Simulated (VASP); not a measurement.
Fe3Co: single point with LDA

Crystal: Fe3Co.

```xyz
4
Lattice="3.9780 0.0000 0.0000 0.0000 3.9780 0.0000 0.0000 0.0000 2.6642" Properties=species:S:1:pos:R:3 pbc="T T T"
Fe    1.9890    1.9890    0.0000
Fe    1.9890    0.0000    1.3321
Fe    0.0000    1.9890    1.3321
Co    0.0000    0.0000    0.0000
```

- Program: VASP 6.6.1
- Task: single point
- Functional: LDA
- Potentials or basis: VASP PAW LDA potentials, release 64 (Fe, Co)
- Cutoff: 520 eV
- k mesh: 10 × 10 × 14
- Occupations: gaussian, width 0.15 eV
- Spin: collinear spin, ferromagnetic start
- Starting moments: [2.34, 2.66, 2.66, 1.9] μB
- Dipole correction: no
- Further INCAR settings: ALGO = Normal; EDIFF = 1e-06; NBANDS = 28

```json
{
 "Pressure": "-0.8 GPa",
 "Net moment": "8.47 μB per cell",
 "Site moments": "Fe +2.06, +2.34 (each value once); Co +1.62 μB",
 "Valence electrons inside the program's atomic spheres": "Fe 7.46, 7.40 (each value once); Co 8.41"
}
```

Stress tensor (GPa, compression positive):
```
-3.52  0.00  0.00
 0.00 -3.52  0.00
 0.00  0.00  4.57
```

Levels at points of the mesh, in eV from the Fermi level:
Spin up:
```tsv
k point	band 17	band 18	band 19	band 20	band 21	band 22	band 23	band 24	band 25	band 26
(0.00, 0.00, 0.00)	-0.21	-0.21	-0.15	-0.15	0.02	0.35	0.35	7.18	7.29	9.33
(0.50, 0.00, 0.00)	-1.42	-1.33	-1.11	-0.95	-0.17	0.30	4.68	4.72	7.47	7.84
(0.50, 0.50, 0.00)	-1.38	-1.32	-1.25	-1.25	-0.26	-0.04	0.01	0.01	16.66	16.71
(0.00, 0.00, 0.50)	-1.12	-1.02	-1.01	-0.79	0.58	0.68	8.56	8.60	8.92	8.92
(0.50, 0.00, 0.50)	-0.98	-0.61	-0.45	-0.28	2.16	2.35	2.49	2.57	11.14	11.15
(0.50, 0.50, 0.50)	-0.01	0.22	0.28	0.28	0.34	0.34	0.48	0.50	7.53	7.92
```
Spin down:
| k point | band 10 | band 11 | band 12 | band 13 | band 14 | band 15 |
| --- | --- | --- | --- | --- | --- | --- |
| (0.00, 0.00, 0.00) | -0.80 | 0.23 | 0.23 | 0.32 | 0.62 | 0.68 |
| (0.50, 0.00, 0.00) | -1.23 | -0.74 | -0.12 | -0.03 | 0.16 | 0.34 |
| (0.50, 0.50, 0.00) | -0.69 | -0.69 | -0.42 | -0.42 | -0.39 | -0.06 |
| (0.00, 0.00, 0.50) | -1.27 | -0.81 | -0.81 | -0.48 | -0.48 | 0.16 |
| (0.50, 0.00, 0.50) | -1.65 | -1.59 | -1.55 | 0.30 | 0.65 | 0.91 |
| (0.50, 0.50, 0.50) | 0.56 | 0.70 | 0.74 | 0.74 | 0.91 | 1.05 |

Run time: 8.1 min on 1 thread of Intel Xeon 8259CL (shared host), peak memory 0.37 GiB.
